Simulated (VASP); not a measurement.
Input of a VASP 6.6.1 run:

File INCAR:

```
ALGO = Normal
EDIFF = 1E-6
ENCUT = 600
GGA = PS
GGA_COMPAT = False
ISIF = 2
ISMEAR = 0
LASPH = True
LCHARG = True
LELF = True
LREAL = False
LVHAR = True
LWAVE = False
NBANDS = 71
NELM = 120
PREC = Accurate
SIGMA = 0.05
```

Contents of KPOINTS:

```
k-points
0
Gamma
  3 3 3
```

The input POSCAR:

```
CoSi11
1.0
    0.0000000000      8.1555000000      8.1555000000
    5.4370000000      0.0000000000      5.4370000000
    5.4370000000      5.4370000000      0.0000000000
Co Si
2 22
Direct
    0.0025717748      0.9861457510      0.9861457510
    0.0807615252      0.1388542490      0.1388542490
    0.9960626150      0.9946179554      0.5146665834
    0.9960626150      0.5146665834      0.9946179554
    0.9973210311      0.5026339199      0.5026339199
    0.3276960526      0.0017870018      0.0017870018
    0.3364672836      0.0002867398      0.4971663319
    0.3364672836      0.4971663319      0.0002867398
    0.3351789234      0.4986569854      0.4986569854
    0.6671257448      0.0026765081      0.0026765081
    0.6669001201      0.0007038944      0.4976922633
    0.6669001201      0.4976922633      0.0007038944
    0.6669787684      0.4999590970      0.4999590970
    0.0872706850      0.1303820446      0.6103334166
    0.0872706850      0.6103334166      0.1303820446
    0.0860122689      0.6223660801      0.6223660801
    0.4162075552      0.1223234919      0.1223234919
    0.4164331799      0.1242961056      0.6273077367
    0.4164331799      0.6273077367      0.1242961056
    0.4163545316      0.6250409030      0.6250409030
    0.7556372474      0.1232129982      0.1232129982
    0.7468660164      0.1247132602      0.6278336681
    0.7468660164      0.6278336681      0.1247132602
    0.7481543766      0.6263430146      0.6263430146
```

Potentials or basis: VASP PAW PBE potentials, release 64 (Co, Si).

Launch:

```sh
$ cat potpaw_PBE.64/Co/POTCAR potpaw_PBE.64/Si/POTCAR > POTCAR
$ mpirun -np 1 vasp_std > vasp.out
```

**Question.** Predict the band gap on the k mesh.

**Answer.** Zero (bands 53 and 54 overlap by 0.16 eV).

**Question.** Predict the largest force.

**Answer.** 1.126 eV/Å.

Stress tensor (GPa, compression positive):
```
-2.52  0.26  0.26
 0.26 -2.18  0.24
 0.26  0.24 -2.18
```

Caveat: the PAW data sets were made with another functional, which shifts forces and pressure a little. Spin polarisation is off, so any magnetic state and its effect on volume and gap are missing.
